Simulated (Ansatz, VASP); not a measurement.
## Two plane-wave programs on CrRuC4N4

```
Cr Ru C N
1.0
     7.20259    0.00000    0.00000
     0.00000    7.20259    0.00000
     0.00000    0.00000    3.53921
Cr Ru C N
1 1 4 4
Direct
  0.00000 0.00000 0.00000
  0.50000 0.50000 0.00000
  0.19026 0.80974 0.00000
  0.80974 0.19026 0.00000
  0.19026 0.19026 0.00000
  0.80974 0.80974 0.00000
  0.30512 0.69488 0.00000
  0.69488 0.30512 0.00000
  0.30512 0.30512 0.00000
  0.69488 0.69488 0.00000
```

Alike in both runs: task single point; functional PBE; k mesh 4 × 4 × 6; occupations gaussian, width 0.1 eV; collinear spin.

|  | VASP | Ansatz |
| --- | --- | --- |
| version | VASP 6.6.1 | Ansatz 0.2.0 |
| potentials or method | VASP PAW PBE potentials, release 64 (Cr_pv, Ru_pv, C, N), cutoff 520 eV | scalar-relativistic, plane waves, PAW |
| valence electrons in the cell | 62 | 66 |

```tsv
	VASP	Ansatz	Ansatz less VASP
gap on the k mesh at the Fermi level (eV)	none	none	-
pressure (GPa)	2.3	1.9	-0.37
traceless stress, the component that is largest in VASP (GPa)	-4.23	-3.79	+0.431
rms of the force components (eV/Å)	0.499	0.405	-0.0931
net moment per atom (μB)	0.23	0.23	0.000
size of the moment on the site where the two differ most (μB)	2.93	2.33	-0.604
```

Site moments also hang on the region over which each program counts them. Atom by atom the forces differ by 0.185 eV/Å (rms over components). A gap of «none» marks a metal or a gap that the smearing closes. VASP's potentials hold 62 valence electrons a cell and Ansatz's 66, so a difference there can come from the potentials and not from the codes. Ansatz's warnings: seeded moment not kept.

Noted on VASP's run: the standard files for N, O and F lose accuracy on very short bonds.
